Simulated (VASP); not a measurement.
Input of a VASP 6.6.1 run:

Contents of INCAR:

```
SYSTEM = HW8C8
PREC = Accurate
ENCUT = 1000
EDIFF = 1E-6
ISMEAR = -1
SIGMA = 0.15
LREAL = Auto
LASPH = .True.
NELM = 120
ALGO = Normal
ISIF = 2
LWAVE = .False.
LCHARG = .True.
GGA = PE
LELF = .True.
LVHAR = .True.
NBANDS = 86
GGA_COMPAT = .False.
NELMDL = -8
```

File KPOINTS:

```
Automatic mesh
0
Gamma
  2 2 1
  0 0 0
```

POSCAR

```
HW8C8
1.0
    5.7641400000      0.0000000000      0.0000000000
   -2.8820700000      4.9918920000      0.0000000000
    0.0000000000      0.0000000000     16.2358050000
W C H
8 8 1
Direct
    0.0000000000      0.0000000000      0.0615923000
    0.0003498850      0.0009212533      0.2389580369
    0.0000000000      0.5000000000      0.0615923000
    0.0003039694      0.5001721839      0.2390195609
    0.5000000000      0.0000000000      0.0615923000
    0.5000757827      0.0003559790      0.2393765353
    0.5000000000      0.5000000000      0.0615923000
    0.4996305111      0.5001648170      0.2390012707
    0.3335805085      0.1666105267      0.1421849162
    0.3317850325      0.1687237140      0.3085974002
    0.3335730387      0.6672138091      0.1421963630
    0.3317381212      0.6637358490      0.3086257107
    0.8329472414      0.1666216954      0.1421745923
    0.8367295727      0.1687666163      0.3085982391
    0.8333418639      0.6668193856      0.1438307206
    0.8334853028      0.6673270220      0.3153799263
    0.8340367140      0.6690745682      0.3826137069
```

Potentials or basis: VASP PAW PBE potentials, release 64 (W_sv, C_h, H_h).

The run is started by

```sh
$ cat potpaw_PBE.64/W_sv/POTCAR potpaw_PBE.64/C_h/POTCAR potpaw_PBE.64/H_h/POTCAR > POTCAR
$ mpirun -np 1 vasp_std > vasp.out
```

(1) Predict the largest force.

(2) Estimate the band gap on the k mesh.

## Answers

(1) 0.148 eV/Å.

(2) zero (an odd number of electrons rules out a gap without spin polarisation).

Caveat: the k points lie up to 0.63 Å⁻¹ apart, too coarse for converged energies and pressures of a metal; there is no dipole correction, which matters where the two faces differ; spin-orbit coupling is left out, which moves the levels of the heavy elements; an odd number of electrons without spin polarisation forces a metal; a magnetic or distorted state may lie lower.
